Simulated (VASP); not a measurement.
# Si4Ge3 (R3) in VASP: relaxation of cell and atoms with PBE

Aim: the relaxation of cell and atoms of Si4Ge3 with PBE.

Everything below comes from runs of VASP 6.6.1. Logs are shortened: lines on timing, memory, paths and dates and some standing lists are left out, and cuts for length are marked.

## 1. The cell of the first run

It takes space group R3 (No. 146, trigonal). Conventional cell: a = 10.363 Å, b = 10.363 Å, c = 9.596 Å, α = 90.00°, β = 90.00°, γ = 120.00°. Si (site symmetry 1) has 3 Ge at 2.40 Å and 1 Si at 2.40 Å within 3.2 Å. Si (site symmetry 1) has 4 Ge at 2.40 Å within 3.2 Å. Si (site symmetry 3) has 4 Si at 2.40 Å within 3.2 Å. Si (site symmetry 3) has 3 Ge at 2.40 Å and 1 Si at 2.40 Å within 3.2 Å. Within 3.2 Å of Ge (site symmetry 1) lie 4 Si at 2.40 Å. Ge (site symmetry 1) has 4 Si at 2.40 Å within 3.2 Å.

## 2. Relaxation of cell and atoms, PBE

File INCAR:

```
ALGO     = Normal         # electronic algorithm
EDIFF    = 1E-6           # SCF threshold, eV
EDIFFG   = -0.08          # ionic threshold
ENCUT    = 600            # plane-wave cutoff, eV
GGA      = PE             # functional
IBRION   = 2              # ionic algorithm
ISIF     = 3              # what is computed and relaxed
ISMEAR   = 0              # smearing method
LASPH    = T              # aspherical terms in the spheres
LCHARG   = F              # write CHGCAR
LREAL    = F              # projectors in reciprocal space
LWAVE    = F              # write WAVECAR
NELM     = 80             # most SCF steps
NSW      = 36             # ionic steps
PREC     = Accurate       # precision mode
SIGMA    = 0.2            # smearing width, eV
```

File KPOINTS:

```
k-points
0
Gamma
  3 3 3
```

File POSCAR:

```
Si4Ge3
1.0
    5.1815000000      2.9915404200      3.1986666700
   -5.1815000000      2.9915404200      3.1986666700
    0.0000000000     -5.9830808400      3.1986666700
Si Ge
8 6
Direct
    0.8392860000      0.9821430000      0.5535710000
    0.2678570000      0.6964290000      0.4107140000
    0.5535710000      0.8392860000      0.9821430000
    0.4107140000      0.2678570000      0.6964290000
    0.9821430000      0.5535710000      0.8392860000
    0.6964290000      0.4107140000      0.2678570000
    0.8750000000      0.8750000000      0.8750000000
    0.1250000000      0.1250000000      0.1250000000
    0.1607140000      0.0178570000      0.4464290000
    0.7321430000      0.3035710000      0.5892860000
    0.4464290000      0.1607140000      0.0178570000
    0.5892860000      0.7321430000      0.3035710000
    0.0178570000      0.4464290000      0.1607140000
    0.3035710000      0.5892860000      0.7321430000
```

Potentials or basis: VASP PAW PBE potentials, release 64 (Si, Ge_d).

Command:

```sh
cat potpaw_PBE.64/Si/POTCAR potpaw_PBE.64/Ge_d/POTCAR > POTCAR
mpirun -np 1 vasp_std > vasp.out
```

OUTCAR:

```text
EDIFF = 1E-6
   EDIFFG = -0.08
   ENCUT = 600
   GGA = PE
   IBRION = 2
   ISIF = 3
   ISMEAR = 0
   LASPH = T
   LREAL = F
   NELM = 80
   NSW = 36
   PREC = Accurate

 ion  position               nearest neighbor table
   1  0.839  0.982  0.554-   9 2.40  10 2.40   7 2.40  12 2.40
   2  0.268  0.696  0.411-   9 2.40  12 2.40  14 2.40  13 2.40
   3  0.554  0.839  0.982-  11 2.40  12 2.40   7 2.40  14 2.40
   4  0.411  0.268  0.696-  11 2.40  14 2.40  10 2.40   9 2.40
   5  0.982  0.554  0.839-  13 2.40  14 2.40   7 2.40  10 2.40
   6  0.696  0.411  0.268-  13 2.40  12 2.40  10 2.40  11 2.40
   7  0.875  0.875  0.875-   5 2.40   3 2.40   1 2.40   8 2.40
   8  0.125  0.125  0.125-  13 2.40  11 2.40   9 2.40   7 2.40
   9  0.161  0.018  0.446-   1 2.40   2 2.40   8 2.40   4 2.40
  10  0.732  0.304  0.589-   1 2.40   4 2.40   6 2.40   5 2.40
  11  0.446  0.161  0.018-   3 2.40   4 2.40   8 2.40   6 2.40
  12  0.589  0.732  0.304-   3 2.40   6 2.40   2 2.40   1 2.40
  13  0.018  0.446  0.161-   5 2.40   6 2.40   8 2.40   2 2.40
  14  0.304  0.589  0.732-   5 2.40   4 2.40   2 2.40   3 2.40

  LATTYP: Found a trigonal (rhomboedric) cell.
 ALAT       =     6.7844472730
 COS(alpha) =    -0.1665733677

  Lattice vectors:

 A1 = (   5.1815000000,   2.9915404200,   3.1986666700)
 A2 = (  -5.1815000000,   2.9915404200,   3.1986666700)
 A3 = (   0.0000000000,  -5.9830808400,   3.1986666700)

Analysis of symmetry for initial positions (statically):
=====================================================================
 Subroutine PRICEL returns:
 Original cell was already a primitive cell.

 Routine SETGRP: Setting up the symmetry group for a
 trigonal (rhombohedral) supercell.

 Subroutine GETGRP returns: Found  3 space group operations
 (whereof  3 operations were pure point group operations)
 out of a pool of 12 trial point group operations.

The static configuration has the point symmetry C_3 .

Analysis of symmetry for dynamics (positions and initial velocities):
=====================================================================
 Subroutine PRICEL returns:
 Original cell was already a primitive cell.

 Routine SETGRP: Setting up the symmetry group for a
 trigonal (rhombohedral) supercell.

 Subroutine GETGRP returns: Found  3 space group operations
 (whereof  3 operations were pure point group operations)
 out of a pool of 12 trial point group operations.

The dynamic configuration has the point symmetry C_3 .

 Subroutine INISYM returns: Found  3 space group operations
 (whereof  3 operations are pure point group operations),
 and found     1 'primitive' translations

----------------------------------------------------------------------------------------

[... 92 lines left out ...]
   LNONCOLLINEAR =      F non collinear calculations
   LSORBIT =      F    spin-orbit coupling
   LASPH  =      T    aspherical Exc in radial PAW
   ENCUT  =  600.0 eV  44.10 Ry    6.64 a.u.  13.55 13.55 13.55*2*pi/ulx,y,z
   NELM   =     80;   NELMIN=  2; NELMDL= -5     # of ELM steps
   EDIFF  = 0.1E-05   stopping-criterion for ELM
   LREAL  =      F    real-space projection
   EDIFFG = -.8E-01   stopping-criterion for IOM
   NSW    =     36    number of steps for IOM
   IBRION =      2    ionic relax: 0-MD 1-quasi-New 2-CG
   NFREE  =      1    steps in history (QN), initial steepest desc. (CG)
   ISIF   =      3    stress and relaxation
   ISYM   =      2    0-nonsym 1-usesym 2-fastsym
   POTIM  = 0.5000    time-step for ionic-motion
   TEBEG  =    0.0;   TEEND  =   0.0 temperature during run
   PSTRESS=    0.0 pullay stress
   NELECT =     116.0000    total number of electrons
   NUPDOWN=      -1.0000    fix difference up-down
   EMIN   =  10.00;   EMAX   =-10.00  energy-range for DOS
   EFERMI =   0.00;   METHOD = LEGACY
   ISMEAR =     0;   SIGMA  =   0.20  broadening in eV -4-tet -1-fermi 0-gaus
   EFERMI_NEDOS =   21; number of points for ismear=-14 and -15
   IALGO  =     38    algorithm
   IMIX   =      4    mixing-type and parameters
     AMIX     =   0.40;   BMIX     =  1.00
     AMIX_MAG =   1.60;   BMIX_MAG =  1.00
  volume/ion in A,a.u.               =      21.25       143.40
  Fermi-wavevector in a.u.,A,eV,Ry     =   1.196017  2.260144 19.462539  1.430456
  Thomas-Fermi vector in A             =   2.331968
   LORBIT       =      0    0 simple, 1 ext, 2 COOP (PROOUT), +10 PAW based schemes
   GGA     = PE    functional components
   LHFCALC =     F    Hartree Fock is set to
   AEXX    =    0.0000 exact exchange contribution
   IVDW    =     0    specifies the selected vdW correction
   LEPSILON=     F    determine dielectric tensor
   LRPA    =     F    only Hartree local field effects (RPA)
 conjugate gradient relaxation of ions
 non-spin polarized calculation
 Gauss-broadening in eV      SIGMA  =   0.20
  energy-cutoff  :      600.00
  volume of cell :      297.49
 maximum number of plane-waves:      9962
 NGX is ok and might be reduce to    54
   NGX = 27   NGY = 27   NGZ = 27

--------------------------------------- Ionic step        1  -------------------------------------------

 number of electron     116.0000021 magnetization

 Free energy of the ion-electron system (eV)
  ---------------------------------------------------
  ext. energy  EPLUGINS =         0.00000000
  ---------------------------------------------------
  free energy    TOTEN  =       -70.09318419 eV

  energy without entropy =      -70.09170655  energy(sigma->0) =      -70.09244537

------------------------ aborting loop because EDIFF is reached ----------------------------------------

  FORCE on cell =-STRESS in cart. coord.  units (eV):
  Direction    XX          YY          ZZ          XY          YZ          ZX
  --------------------------------------------------------------------------------------
  -------------------------------------------------------------------------------------
  Total        2.9802963      2.9802963      2.9743140      0.0000001     -0.0000000     -0.0000000
  in kB       16.0509007     16.0509007     16.0186822      0.0000007     -0.0000000     -0.0000000
  external PRESSURE =      16.0401612 kB  Pullay stress =       0.0000000 kB
[... 179 lines left out ...]
--------------------------------------- Ionic step        5  -------------------------------------------

 number of electron     116.0000030 magnetization

 Free energy of the ion-electron system (eV)
  ---------------------------------------------------
  ext. energy  EPLUGINS =         0.00000000
  ---------------------------------------------------
  free energy    TOTEN  =       -70.15870914 eV

  energy without entropy =      -70.15745816  energy(sigma->0) =      -70.15808365

 E-fermi :   5.5449     XC(G=0):  -9.5452

 val. band max:        5.2045056890   @ k =   0.0000   0.0000   0.0000
 cond. band min:       5.9272351475   @ k =  -0.3333   0.3333   0.3333
 fundamental gap:      0.7227294585
 Fermi energy:         5.5449079881

 k-point     1 :       0.0000    0.0000    0.0000
  band No.  band energies     occupation
      1     -19.1013      2.00000
      2     -19.1013      2.00000
      3     -19.1009      2.00000
      4     -19.1006      2.00000
      5     -19.1002      2.00000
      6     -19.1002      2.00000
[... 462 lines left out ...]
  FREE ENERGIE OF THE ION-ELECTRON SYSTEM (eV)
  ---------------------------------------------------
  free  energy   TOTEN  =       -70.1587091355 eV

  energy  without entropy=      -70.1574581559  energy(sigma->0) =      -70.15808365

 reached required accuracy - stopping structural energy minimisation
```

CONTCAR:

```text
Si4Ge3
   1.00000000000000
     5.2164687195282173    3.0117296115709693    3.2182632897560093
    -5.2164687125430644    3.0117296236696105    3.2182632897560093
    -0.0000000069851536   -6.0234592352405798    3.2182632897560093
  Si              Ge
     8     6
Direct
     0.8400440709353476    0.9804793950491864    0.5592436676343725
[... 17 lines left out ...]
  0.00000000E+00  0.00000000E+00  0.00000000E+00
  0.00000000E+00  0.00000000E+00  0.00000000E+00
  0.00000000E+00  0.00000000E+00  0.00000000E+00
  0.00000000E+00  0.00000000E+00  0.00000000E+00
  0.00000000E+00  0.00000000E+00  0.00000000E+00
  0.00000000E+00  0.00000000E+00  0.00000000E+00
  0.00000000E+00  0.00000000E+00  0.00000000E+00
  0.00000000E+00  0.00000000E+00  0.00000000E+00
  0.00000000E+00  0.00000000E+00  0.00000000E+00
  0.00000000E+00  0.00000000E+00  0.00000000E+00
  0.00000000E+00  0.00000000E+00  0.00000000E+00
```

It took 18 min on 1 thread of Oxide Virtual Turin-like, shared host; peak memory 0.44 GiB.

Results:

```yaml
Free_energy: -70.1587 eV
Relaxed_volume: 21.67 Å³/atom
Relaxed_cell: a = 6.829 Å, b = 6.829 Å, c = 6.829 Å, α = 99.61°, β = 99.61°, γ = 99.61°
Space_group_after_relaxing_to_0.1_Å: R3 (No. 146)
Energy_gained_by_relaxing: 4.7 meV/atom
Ionic_steps: 5
Pressure_after_relaxing: 0.0 GPa
Largest_force_after_relaxing: 0.065 eV/Å
Band_gap_on_the_k_mesh: 0.72 eV (least direct gap 1.56 eV)
```

Forces on the atoms (eV/Å):
```
Si  -0.021  0.031  0.004
Si   0.014  0.014 -0.016
Si  -0.016 -0.034  0.004
Si  -0.019  0.005 -0.016
Si   0.037  0.003  0.004
Si   0.005 -0.019 -0.016
Si   0.000  0.000  0.005
Si   0.000  0.000  0.032
Ge  -0.037 -0.013 -0.052
Ge   0.026 -0.020  0.051
Ge   0.030 -0.026 -0.052
Ge   0.004  0.033  0.051
Ge   0.008  0.039 -0.052
Ge  -0.031 -0.013  0.051
```

The path:
```
step  energy change (eV)  largest force (eV/Å)  pressure (GPa)  volume (Å³)
   1              0.0000                0.4602            1.60       297.49
   2             -0.0499                0.1929           -0.82       306.74
   3             -0.0527                0.2408           -0.39       304.92
   4             -0.0639                0.0812           -0.15       303.99
   5             -0.0655                0.0653            0.01       303.36
```

Final structure:
```xyz
14
Lattice="5.2165 3.0117 3.2183 -5.2165 3.0117 3.2183 0.0000 -6.0235 3.2183" Properties=species:S:1:pos:R:3 pbc="T T T"
Si   -0.7326    2.1143    7.6587
Si   -2.2348    0.4305    4.4254
Si   -1.4648   -1.6916    7.6587
Si    0.7446   -2.1507    4.4254
Si    2.1974   -0.4227    7.6587
Si    1.4903    1.7202    4.4254
Si    0.0000    0.0000    8.4473
Si    0.0000    0.0000    1.1661
Ge    0.7436   -2.1528    2.0079
Ge    2.2360   -0.4317    5.2314
Ge    1.4925    1.7203    2.0079
Ge   -0.7442    2.1522    5.2314
Ge   -2.2361    0.4324    2.0079
Ge   -1.4918   -1.7206    5.2314
```

Caveat: the relaxation stopped at a loose force limit of 0.08 eV/Å, so its end isn't a converged minimum. A k mesh can miss the band edges.
